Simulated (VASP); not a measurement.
A run of VASP 6.6.1 is set up as follows.

The input INCAR:

```
SYSTEM = W
PREC = Accurate
ENCUT = 520
EDIFF = 1E-6
ISMEAR = -1
SIGMA = 0.05
LREAL = .FALSE.
LASPH = .TRUE.
NELM = 150
ALGO = Fast
ISIF = 2
LWAVE = .FALSE.
LCHARG = .FALSE.
LNONCOLLINEAR = .TRUE.
MAGMOM = 0 0 0
LORBIT = 11
LSORBIT = .TRUE.
GGA_COMPAT = .FALSE.
LORBMOM = .TRUE.
LMAXMIX = 4
GGA = PS
NBANDS = 25
```

File KPOINTS:

```
regular mesh
0
G
  9 9 9
  0 0 0
```

Contents of POSCAR:

```
W
1.0
   -1.5823450000      1.5823450000      1.5823450000
    1.5823450000     -1.5823450000      1.5823450000
    1.5823450000      1.5823450000     -1.5823450000
W
1
Direct
    0.0000000000      0.0000000000      0.0000000000
```

Potentials or basis: VASP PAW PBE potentials, release 64 (W_sv).

The run is started by

```sh
$ cat potpaw_PBE.64/W_sv/POTCAR > POTCAR
$ mpirun -np 1 vasp_ncl > vasp.out
```

(1) What does it give for the pressure?

(2) What does it give for the net moment?

Results:

(1) -1.9 GPa.

(2) 0.00 μB per cell.

Caveat: the PAW data sets were made with another functional, which shifts forces and pressure a little.
